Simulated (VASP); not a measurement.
Runs of VASP 6.6.1 on BeSe5. The structure is that of space group F-43m (No. 216), or close to it. The cells are those of the table. 

| task | cell | k mesh | cutoff (eV) | gap on the mesh (eV) | pressure (GPa) | relaxed volume (Å³/atom) | largest force (eV/Å) |
| --- | --- | --- | --- | --- | --- | --- | --- |
| relaxation of cell and atoms | relaxed from a = 5.676 Å, angles 60.0°, 6 atoms | 8 × 8 × 8 | 600 | none | 0.0 | 21.13 | - |
| single point | a = 6.032 Å, angles 60.0°, 6 atoms | 4 × 4 × 4 | 520 | none | (b) | - | - |
| relaxation of cell and atoms | relaxed from a = 6.032 Å, angles 60.0°, 6 atoms | 4 × 4 × 4 | 600 | none | -0.2 | 21.63 | 0.03 |
| single point | a = 5.676 Å, angles 60.0°, 6 atoms | 4 × 4 × 4 | 520 | none | 0.0 | - | 0.02 |
| single point | a = 5.638 Å, angles 60.0°, 6 atoms | 8 × 8 × 8 | 520 | none | 0.0 | - | (a) |

Alike in all rows: level PBE; potentials or basis VASP PAW PBE potentials, release 64 (Be, Se); no spin polarisation; smearing gaussian 0.1 eV.

Question: Estimate the missing entries.

Answer: (a) 0.01; (b) -6.6.

Caveats: the volume moved by over 15 % at a fixed basis, so the end points are rough (some runs).

A k mesh can miss the band edges, and the runs leave out spin-orbit coupling on Se.

A gap of «none» marks levels without a gap at the run's occupations.
